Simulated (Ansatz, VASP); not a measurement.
# Two plane-wave programs on Te2Mo

```xyz
6
Lattice="3.5039 0.0000 0.0000 -1.7519 3.0345 0.0000 0.0000 0.0000 24.7677" Properties=species:S:1:pos:R:3 pbc="T T T"
Te    0.0000    2.0230    4.5000
Te    0.0000    2.0230    8.1339
Te    0.0000    2.0230   12.1639
Te    0.0000    2.0230   15.7977
Mo    1.7519    1.0115    6.3169
Mo   -1.7519    3.0345   13.9808
```

Alike in both runs: task single point; functional PBE; dispersion D3(BJ); k mesh 9 × 9 × 1; occupations gaussian, width 0.05 eV; no spin polarisation.

```csv
,VASP,Ansatz
version,VASP 6.6.1,Ansatz 0.2.0
potentials or method,"VASP PAW PBE potentials, release 64 (Te, Mo_sv), cutoff 520 eV","scalar-relativistic, plane waves, PAW"
valence electrons in the cell,52,92
```

|  | VASP | Ansatz | Ansatz less VASP |
| --- | --- | --- | --- |
| gap on the k mesh at the Fermi level (eV) | 1.18 | 1.17 | -0.004 |
| least direct gap on the mesh (eV) | 1.19 | 1.19 | 0.000 |
| rms of the force components (eV/Å) | 0.011 | 0.008 | -0.0034 |

VASP's potentials hold 52 valence electrons a cell and Ansatz's 92, so a difference there can come from the potentials and not from the codes.

Spin-orbit coupling is off throughout.
